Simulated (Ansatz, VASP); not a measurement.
Two plane-wave programs on MgS

Contents of INCAR:

```
  PREC = Accurate
  ENCUT = 600
  EDIFF = 1E-6
  ISMEAR = 0
  SIGMA = 0.05
  LREAL = F
  LASPH = T
  NELM = 120
  ALGO = Normal
  ISIF = 2
  LWAVE = F
  LCHARG = F
  GGA = PE
  NBANDS = 11
  GGA_COMPAT = F
```

File KPOINTS:

```
Automatic mesh
0
Gamma
  8 8 8
```

POSCAR

```
MgS
1.0
    0.0000000000      2.7317325000      2.6666912500
    2.7317325000      0.0000000000      2.6666912500
    2.7317325000      2.7317325000      0.0000000000
Mg S
1 1
Direct
    0.0000000000      0.0000000000      0.0000000000
    0.5000000000      0.5000000000      0.5000000000
```

Input for Ansatz:

```yaml
crystal:
  lattice:
    - [0.0, 2.7317325, 2.66669125]
    - [2.7317325, 0.0, 2.66669125]
    - [2.7317325, 2.7317325, 0.0]
  atoms:
    - { symbol: Mg, position: [0.0, 0.0, 0.0] }
    - { symbol: S, position: [0.5, 0.5, 0.5] }
basis:
  ecutwfc: 420
kpoints:
  mp_grid: { grid: [8, 8, 8] }
hamiltonian:
  xc: pbe
scf:
  occupations: { method: gaussian, width: 0.05 }
output:
  forces: true
  stress: true
  eigenvalues: true
```

Change from the starting cell: strain +0.050 along x and y, +0.025 along z, atoms carried along.

Alike in both runs: task single point; functional PBE; k mesh 8 × 8 × 8; occupations gaussian, width 0.05 eV; no spin polarisation.

|  | VASP | Ansatz |
| --- | --- | --- |
| version | VASP 6.6.1 | Ansatz 0.2.0 |
| potentials or method | VASP PAW PBE potentials, release 64 (Mg, S), cutoff 600 eV | scalar-relativistic, plane waves, PAW |
| valence electrons in the cell | 8 | 16 |

```csv
,VASP,Ansatz,Ansatz less VASP
gap on the k mesh at the Fermi level (eV),2.41,2.43,+0.020
least direct gap on the mesh (eV),2.78,2.80,+0.015
pressure (GPa),-6.5,-6.3,+0.23
"traceless stress, the component that is largest in VASP (GPa)",0.78,0.79,+0.013
```

The functional is the same, so the differences come from potentials, cutoffs and numerics. VASP's potentials hold 8 valence electrons a cell and Ansatz's 16, so a difference there can come from the potentials and not from the codes.
